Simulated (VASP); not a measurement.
Input of a VASP 6.6.1 run:

Contents of INCAR:

```
SYSTEM = HfO2
PREC     = Accurate       ! precision mode
ENCUT    = 520            ! plane-wave cutoff, eV
EDIFF    = 1E-7           ! SCF threshold, eV
ISMEAR   = -1             ! smearing method
SIGMA    = 0.05           ! smearing width, eV
LREAL    = .False.        ! projectors in reciprocal space
LASPH    = .True.         ! aspherical terms in the spheres
NELM     = 60             ! most SCF steps
ALGO     = Normal         ! electronic algorithm
ISIF     = 2              ! what is computed and relaxed
LWAVE    = .False.        ! write WAVECAR
LCHARG   = .False.        ! write CHGCAR
GGA      = PE             ! functional
NBANDS   = 18             ! bands
```

The input KPOINTS:

```
regular mesh
0
Gamma
  14 14 8
  0 0 0
```

File POSCAR:

```
HfO2
1.0
    3.1277943788      0.0000000000      0.0000000000
   -1.5638971894      2.7087493898      0.0000000000
    0.0000000000      0.0000000000      2.6596754925
Hf O
1 2
Direct
    0.0000000000      0.0000000000      0.0000000000
    0.3333333333      0.6666666667      0.2865396707
    0.6666666667      0.3333333333      0.7134603293
```

Potentials or basis: VASP PAW PBE potentials, release 64 (Hf_pv, O).

The run is started by

```console
$ cat potpaw_PBE.64/Hf_pv/POTCAR potpaw_PBE.64/O/POTCAR > POTCAR
$ mpirun -np 1 vasp_std > vasp.out
```

Predict the band gap on the k mesh.

zero (band 11 reaches 8.91 eV, above the bottom of band 12 at 8.53 eV).

Estimate the largest force.

0.148 eV/Å.

Forces in eV/Å, atoms in the order of the input:
```
Hf   0.000  0.000  0.000
O    0.000  0.000 -0.148
O    0.000  0.000  0.148
```

Caveat: spin-orbit coupling is left out, which moves the levels of the heavy elements.
